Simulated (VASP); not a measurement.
# Hg (Im-3m) in VASP: single point with LDA

Aim: the single point of Hg with LDA.

Program: VASP 6.6.1. These are calculated values, not measurements. Logs are shortened: lines on timing, memory, paths and dates and some standing lists are left out, and cuts for length are marked.

### Step 1. The cell of the first run

Symmetry: Im-3m, No. 229, cubic system. Conventional cell: a = 3.567 Å, b = 3.567 Å, c = 3.567 Å, α = 90.00°, β = 90.00°, γ = 90.00°. Hg (site symmetry m-3m) has 14 Hg at 3.09 to 3.57 Å within 4.1 Å.

### Step 2. Single point, LDA

INCAR

```
SYSTEM = Hg
ALGO = Normal
EDIFF = 1E-7
ENCUT = 520
GGA = CA
ISIF = 2
ISMEAR = -1
LASPH = .True.
LCHARG = .False.
LREAL = .False.
LWAVE = .False.
NBANDS = 12
NELM = 80
PREC = Accurate
SIGMA = 0.13605693000000002
```

KPOINTS

```
k-points
0
Gamma
  13 13 13
  0 0 0
```

POSCAR

```
Hg
1.0
   -1.7837267792      1.7837267792      1.7837267792
    1.7837267792     -1.7837267792      1.7837267792
    1.7837267792      1.7837267792     -1.7837267792
Hg
1
Direct
    0.0000000000      0.0000000000      0.0000000000
```

Potentials or basis: VASP PAW LDA potentials, release 64 (Hg).

Launch:

```console
> cat potpaw_LDA.64/Hg/POTCAR > POTCAR
> mpirun -np 1 vasp_std > vasp.out
```

OUTCAR:

```text
SYSTEM = Hg
   EDIFF = 1E-7
   ENCUT = 520
   GGA = CA
   ISIF = 2
   ISMEAR = -1
   LASPH = .True.
   LREAL = .False.
   NELM = 80
   PREC = Accurate

 ion  position               nearest neighbor table
   1  0.000  0.000  0.000-

  LATTYP: Found a body centered cubic cell.
 ALAT       =     3.5674535584

  Lattice vectors:

 A1 = (  -1.7837267792,   1.7837267792,   1.7837267792)
 A2 = (   1.7837267792,  -1.7837267792,   1.7837267792)
 A3 = (   1.7837267792,   1.7837267792,  -1.7837267792)

Analysis of symmetry for initial positions (statically):
=====================================================================
 Subroutine PRICEL returns:
 Original cell was already a primitive cell.

 Routine SETGRP: Setting up the symmetry group for a
 body centered cubic supercell.

 Subroutine GETGRP returns: Found 48 space group operations
 (whereof 48 operations were pure point group operations)
 out of a pool of 48 trial point group operations.

The static configuration has the point symmetry O_h .

Analysis of symmetry for dynamics (positions and initial velocities):
=====================================================================
 Subroutine PRICEL returns:
 Original cell was already a primitive cell.

 Routine SETGRP: Setting up the symmetry group for a
 body centered cubic supercell.

 Subroutine GETGRP returns: Found 48 space group operations
 (whereof 48 operations were pure point group operations)
 out of a pool of 48 trial point group operations.

The dynamic configuration has the point symmetry O_h .

 Subroutine INISYM returns: Found 48 space group operations
 (whereof 48 operations are pure point group operations),
 and found     1 'primitive' translations

----------------------------------------------------------------------------------------

                                     Primitive cell

  volume of cell :      22.7010

  direct lattice vectors                    reciprocal lattice vectors
    -1.783726779  1.783726779  1.783726779     0.000000000  0.280311988  0.280311988
     1.783726779 -1.783726779  1.783726779     0.280311988  0.000000000  0.280311988
     1.783726779  1.783726779 -1.783726779     0.280311988  0.280311988  0.000000000

  length of vectors
     3.089505408  3.089505408  3.089505408     0.396421016  0.396421016  0.396421016

  position of ions in fractional coordinates (direct lattice)
     0.000000000  0.000000000  0.000000000

  ion indices of the primitive-cell ions
   primitive index   ion index
                 1           1

----------------------------------------------------------------------------------------

 KPOINTS: k-points

Automatic generation of k-mesh.
 Grid dimensions read from file:
 generate k-points for:   13   13   13

 Generating k-lattice:

  Cartesian coordinates                     Fractional coordinates (reciprocal lattice)
     0.000000000  0.021562461  0.021562461     0.076923077  0.000000000  0.000000000
     0.021562461  0.000000000  0.021562461     0.000000000  0.076923077  0.000000000
     0.021562461  0.021562461  0.000000000     0.000000000  0.000000000  0.076923077

  Length of vectors
     0.030493924  0.030493924  0.030493924

  Shift w.r.t. Gamma in fractional coordinates (k-lattice)
     0.000000000  0.000000000  0.000000000

 Subroutine IBZKPT returns following result:
 ===========================================

 Found     84 irreducible k-points:

 Following reciprocal coordinates:
            Coordinates               Weight
  0.000000  0.000000  0.000000      1.000000
  0.076923  0.000000  0.000000     12.000000
  0.153846  0.000000  0.000000     12.000000
  0.230769  0.000000  0.000000     12.000000
  0.307692  0.000000  0.000000     12.000000
  0.384615  0.000000  0.000000     12.000000
[... 16 lines left out ...]
  0.153846  0.076923  0.076923     24.000000
  0.230769  0.076923  0.076923     24.000000
 [... further k-points ...]
   k-points           NKPTS =     84   k-points in BZ     NKDIM =     84   number of bands    NBANDS=     12
   number of dos      NEDOS =    301   number of ions     NIONS =      1
   total plane-waves  NPLWV =  13824
   dimension x,y,z NGX =    24 NGY =   24 NGZ =   24
   dimension x,y,z NGXF=    48 NGYF=   48 NGZF=   48
   ions per type =               1
   NGX,Y,Z   is equivalent  to a cutoff of  12.91, 12.91, 12.91 a.u.
   NGXF,Y,Z  is equivalent  to a cutoff of  25.83, 25.83, 25.83 a.u.
 SYSTEM =  Hg
   PREC   = accura    normal or accurate (medium, high low for compatibility)
   ISTART =      0    job   : 0-new  1-cont  2-samecut
   ICHARG =      2    charge: 1-file 2-atom 10-const
   ISPIN  =      1    spin polarized calculation?
   LNONCOLLINEAR =      F non collinear calculations
   LSORBIT =      F    spin-orbit coupling
   LASPH  =      T    aspherical Exc in radial PAW
   ENCUT  =  520.0 eV  38.22 Ry    6.18 a.u.   5.74  5.74  5.74*2*pi/ulx,y,z
   NELM   =     80;   NELMIN=  2; NELMDL= -5     # of ELM steps
   EDIFF  = 0.1E-06   stopping-criterion for ELM
   LREAL  =      F    real-space projection
   EDIFFG = 0.1E-05   stopping-criterion for IOM
   NSW    =      0    number of steps for IOM
   IBRION =     -1    ionic relax: 0-MD 1-quasi-New 2-CG
   NFREE  =      0    steps in history (QN), initial steepest desc. (CG)
   ISIF   =      2    stress and relaxation
   ISYM   =      2    0-nonsym 1-usesym 2-fastsym
   POTIM  = 0.5000    time-step for ionic-motion
   TEBEG  =    0.0;   TEEND  =   0.0 temperature during run
   PSTRESS=    0.0 pullay stress
   NELECT =      12.0000    total number of electrons
   NUPDOWN=      -1.0000    fix difference up-down
   EMIN   =  10.00;   EMAX   =-10.00  energy-range for DOS
   EFERMI =   0.00;   METHOD = LEGACY
   ISMEAR =    -1;   SIGMA  =   0.14  broadening in eV -4-tet -1-fermi 0-gaus
   EFERMI_NEDOS =   21; number of points for ismear=-14 and -15
   IALGO  =     38    algorithm
   IMIX   =      4    mixing-type and parameters
     AMIX     =   0.40;   BMIX     =  1.00
     AMIX_MAG =   1.60;   BMIX_MAG =  1.00
  volume/ion in A,a.u.               =      22.70       153.19
  Fermi-wavevector in a.u.,A,eV,Ry     =   1.323692  2.501415 23.839588  1.752160
  Thomas-Fermi vector in A             =   2.453281
   LORBIT       =      0    0 simple, 1 ext, 2 COOP (PROOUT), +10 PAW based schemes
   GGA     = CA    functional components
   LHFCALC =     F    Hartree Fock is set to
   AEXX    =    0.0000 exact exchange contribution
   IVDW    =     0    specifies the selected vdW correction
   LEPSILON=     F    determine dielectric tensor
   LRPA    =     F    only Hartree local field effects (RPA)
 non-spin polarized calculation
  energy-cutoff  :      520.00
  volume of cell :       22.70
 maximum number of plane-waves:       626
   NGX = 11   NGY = 11   NGZ = 11

 number of electron      12.0000003 magnetization

 Free energy of the ion-electron system (eV)
  ---------------------------------------------------
  ext. energy  EPLUGINS =         0.00000000
  ---------------------------------------------------
  free energy    TOTEN  =        -0.94816591 eV

  energy without entropy =       -0.93084865  energy(sigma->0) =       -0.93950728

 E-fermi :   2.7728     XC(G=0): -11.4001

 val. band max:        2.7461276836   @ k =  -0.3846  -0.4615   0.2308
 cond. band min:       2.7842000756   @ k =   0.3846   0.1538   0.0769
 fundamental gap:      0.0380723920
 Fermi energy:         2.7728047227

 k-point     1 :       0.0000    0.0000    0.0000
  band No.  band energies     occupation
      1      -6.5774      2.00000
      2      -4.3938      2.00000
      3      -4.3938      2.00000
      4      -4.3938      2.00000
      5      -3.4089      2.00000
      6      -3.4089      2.00000
      7      18.1121      0.00000
      8      18.1121      0.00000
      9      18.1121      0.00000
     10      19.6120      0.00000
     11      19.6120      0.00000
     12      19.6120      0.00000

 k-point     2 :       0.0769    0.0000    0.0000
  band No.  band energies     occupation
      1      -6.4121      2.00000
      2      -4.4242      2.00000
      3      -4.3819      2.00000
      4      -4.3109      2.00000
      5      -3.4416      2.00000
      6      -3.4073      2.00000
      7      17.1582      0.00000
      8      17.8902      0.00000
      9      18.1673      0.00000
     10      18.5974      0.00000
     11      18.9103      0.00000
     12      19.1409      0.00000

 k-point     3 :       0.1538    0.0000    0.0000
  band No.  band energies     occupation
      1      -5.9543      2.00000
      2      -4.5074      2.00000
      3      -4.3246      2.00000
      4      -4.0740      2.00000
      5      -3.5107      2.00000
      6      -3.4019      2.00000
      7      14.2251      0.00000
      8      16.7109      0.00000
      9      17.4135      0.00000
     10      18.2043      0.00000
     11      18.3097      0.00000
     12      19.4581      0.00000
[... 286 lines left out ...]
 k-point    23 :       0.1538    0.0769    0.0769
  band No.  band energies     occupation
      1      -5.1576      2.00000
      2      -4.6208      2.00000
      3      -4.4423      2.00000
      4      -3.5060      2.00000
      5      -3.4199      2.00000
      6      -3.1706      2.00000
      7      10.9350      0.00000
      8      13.2673      0.00000
      9      13.7485      0.00000
     10      19.4687      0.00000
     11      21.0447      0.00000
     12      21.6744      0.00000

 k-point    24 :       0.2308    0.0769    0.0769
  band No.  band energies     occupation
      1      -5.0160      2.00000
      2      -4.7342      2.00000
      3      -3.9718      2.00000
      4      -3.5065      2.00000
      5      -3.3865      2.00000
      6      -2.2683      2.00000
      7       8.0689      0.00000
      8      12.0732      0.00000
      9      12.8417      0.00000
     10      19.8335      0.00000
     11      20.7778      0.00000
     12      22.8182      0.00000

 [... further k-points ...]
[... 5 lines left out ...]
  --------------------------------------------------------------------------------------
  -------------------------------------------------------------------------------------
  Total        0.0429862      0.0429862      0.0429862     -0.0000000      0.0000000     -0.0000000
  in kB        3.0338512      3.0338512      3.0338512     -0.0000000      0.0000000     -0.0000000
  external PRESSURE =       3.0338512 kB  Pullay stress =       0.0000000 kB

 VOLUME and BASIS-vectors are now :
 -----------------------------------------------------------------------------
  energy-cutoff  :      520.00
  volume of cell :       22.70
      direct lattice vectors                 reciprocal lattice vectors
    -1.783726779  1.783726779  1.783726779     0.000000000  0.280311988  0.280311988
     1.783726779 -1.783726779  1.783726779     0.280311988  0.000000000  0.280311988
     1.783726779  1.783726779 -1.783726779     0.280311988  0.280311988  0.000000000

 POSITION                                       TOTAL-FORCE (eV/Angst)
 -----------------------------------------------------------------------------------
      0.00000      0.00000      0.00000        -0.000000     -0.000000      0.000000
 -----------------------------------------------------------------------------------
    total drift:                                0.000000      0.000000      0.000000

  FREE ENERGIE OF THE ION-ELECTRON SYSTEM (eV)
  ---------------------------------------------------
  free  energy   TOTEN  =        -0.9481659084 eV

  energy  without entropy=       -0.9308486530  energy(sigma->0) =       -0.93950728
```

It took 43 s on 1 thread of AMD EPYC 7R13, shared host; peak memory 0.11 GiB.

What came out:

- Free energy: -0.9482 eV
- Pressure: 0.3 GPa
- Band gap on the k mesh: zero (band 6 reaches 5.11 eV, above the bottom of band 7 at 1.73 eV)

Levels at points of the mesh, in eV from the Fermi level:
```csv
k point,band 3,band 4,band 5,band 6,band 7,band 8,band 9,band 10
"(0.00, 0.00, 0.00)",-7.17,-7.17,-6.18,-6.18,15.34,15.34,15.34,16.84
```

Caveat: spin-orbit coupling is left out, which moves the levels of the heavy elements.
